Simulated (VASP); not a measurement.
Write the native input for VASP 6.6.1 that does the following.

| Property | Result |
| --- | --- |
| Task | relaxation of cell and atoms |
| Functional | PBEsol |
| Potentials or basis | VASP PAW PBE potentials, release 64 (I) |
| Cutoff | 500 eV |
| k mesh | 9 × 9 × 9 |
| Occupations | fermi-dirac, width 0.05 eV |
| Spin | no spin polarisation |
| Target pressure | 30 GPa |
| Dipole correction | no |
| Further INCAR settings | ALGO = Normal; EDIFF = 1e-07; IBRION = 2; EDIFFG = -0.01; NSW = 80; ISIF = 3 |

The structure of I lies in POSCAR:

```
I
1.0
   -2.0150000000      2.0150000000      2.0150000000
    2.0150000000     -2.0150000000      2.0150000000
    2.0150000000      2.0150000000     -2.0150000000
I
1
Direct
    0.0000000000      0.0000000000      0.0000000000
```

The input as run:

INCAR

```
PREC = Accurate ; ENCUT = 500
EDIFF = 1E-7 ; ISMEAR = -1
SIGMA = 0.05 ; LREAL = F
LASPH = T ; NELM = 120
ALGO = Normal ; ISIF = 3
LWAVE = F ; LCHARG = F
GGA = PS ; IBRION = 2
NSW = 80 ; EDIFFG = -0.01
PSTRESS = 300.0 ; GGA_COMPAT = F
NELMIN = 4
```

KPOINTS

```
Automatic mesh
0
Gamma
  9 9 9
```

Potentials or basis: VASP PAW PBE potentials, release 64 (I).

The run is started by

```sh
$ cat potpaw_PBE.64/I/POTCAR > POTCAR
$ mpirun -np 1 vasp_std > vasp.out
```

It gave:

```yaml
Relaxed_volume: 22.84 Å³/atom
Relaxed_cell: a = 3.096 Å, b = 3.096 Å, c = 3.096 Å, α = 109.47°, β = 109.47°, γ = 109.47°
Space_group_after_relaxing_to_0.1_Å: Im-3m (No. 229)
Energy_change_on_relaxing_the_run_minimises_the_enthalpy: +658.2 meV/atom
Ionic_steps: 17
Pressure_after_relaxing: 30.0 GPa
Band_gap_on_the_k_mesh: zero (an odd number of electrons rules out a gap without spin polarisation)
```

Caveat: the cell is relaxed towards a set pressure, so the run minimises the enthalpy, not the energy; the volume moved by over 15 % at a fixed basis, so the end points are rough; the PAW data sets were made with another functional, which shifts forces and pressure a little; spin-orbit coupling is left out, which moves the levels of the heavy elements; an odd number of electrons without spin polarisation forces a metal; a magnetic or distorted state may lie lower.

Run time: 46 s on 1 thread of Intel(R) Xeon(R) 6975P-C (Granite Rapids) (shared host), peak memory 0.17 GiB.
